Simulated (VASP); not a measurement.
Here is a VASP 6.6.1 calculation.

File INCAR:

```
ALGO = Fast
EDIFF = 1E-6
ENCUT = 520
GGA = PS
ISIF = 2
ISMEAR = 0
LASPH = True
LCHARG = False
LREAL = False
LWAVE = False
NBANDS = 12
NELM = 60
PREC = Accurate
SIGMA = 0.15
```

The input KPOINTS:

```
k-points
0
Gamma
  20 20 20
```

File POSCAR:

```
Au
1.0
    0.0000000000      2.1068650000      2.0455000000
    2.1068650000      0.0000000000      2.0455000000
    2.1068650000      2.1068650000      0.0000000000
Au
1
Direct
    0.0000000000      0.0000000000      0.0000000000
```

Potentials or basis: VASP PAW PBE potentials, release 64 (Au).

Run with:

```bash
$ cat potpaw_PBE.64/Au/POTCAR > POTCAR
$ mpirun -np 1 vasp_std > vasp.out
```

Predict the pressure.

-9.5 GPa.

Stress tensor (GPa, compression positive):
```
-9.74  0.00  0.00
 0.00 -9.74  0.00
 0.00  0.00 -9.10
```

Caveat: the cell differs from its parent crystal (strain +0.030 along x and y, +0.000 along z); the PAW data sets were made with another functional, which shifts forces and pressure a little.
